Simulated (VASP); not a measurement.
A run of VASP 6.6.1:

Contents of INCAR:

```
SYSTEM = Cu
  AGGAC = 1.0
  AGGAX = 1.0
  ALDAC = 0.0
  ALDAX = 1.0
  ALGO = Normal
  EDIFF = 1E-6
  ENCUT = 600
  GGA = B5
  GGA_COMPAT = .FALSE.
  ISIF = 2
  ISMEAR = -1
  IVDW = 13
  LASPH = .TRUE.
  LCHARG = .TRUE.
  LELF = .TRUE.
  LREAL = .FALSE.
  LVHAR = .TRUE.
  LWAVE = .FALSE.
  NBANDS = 12
  NELM = 120
  PREC = Accurate
  SIGMA = 0.05
  VDW_A1 = 0.44488865
  VDW_A2 = 4.0933009
  VDW_S6 = 1.0
  VDW_S8 = 2.34076671
```

Contents of KPOINTS:

```
k-points
0
G
  13 13 13
  0 0 0
```

The input POSCAR:

```
Cu
1.0
    0.0000000000      1.8429501765      1.8429501765
    1.8429501765      0.0000000000      1.8429501765
    1.8429501765      1.8429501765      0.0000000000
Cu
1
Direct
    0.0000000000      0.0000000000      0.0000000000
```

Potentials or basis: VASP PAW PBE potentials, release 64 (Cu).

Run with:

```console
$ cat potpaw_PBE.64/Cu/POTCAR > POTCAR
$ mpirun -np 1 vasp_std > vasp.out
```

Hardware: 1 thread of Intel(R) Xeon(R) Platinum 8259CL CPU @ 2.50GHz (Skylake/Cascade Lake), with other jobs on the host.

**Question.** How long does it take, and how much memory?

**Answer.** Wall time 17 s on 1 thread of Intel(R) Xeon(R) Platinum 8259CL CPU @ 2.50GHz (Skylake/Cascade Lake), on a shared host, peak memory 0.15 GiB. Counts: scf iterations 11, k points 84.
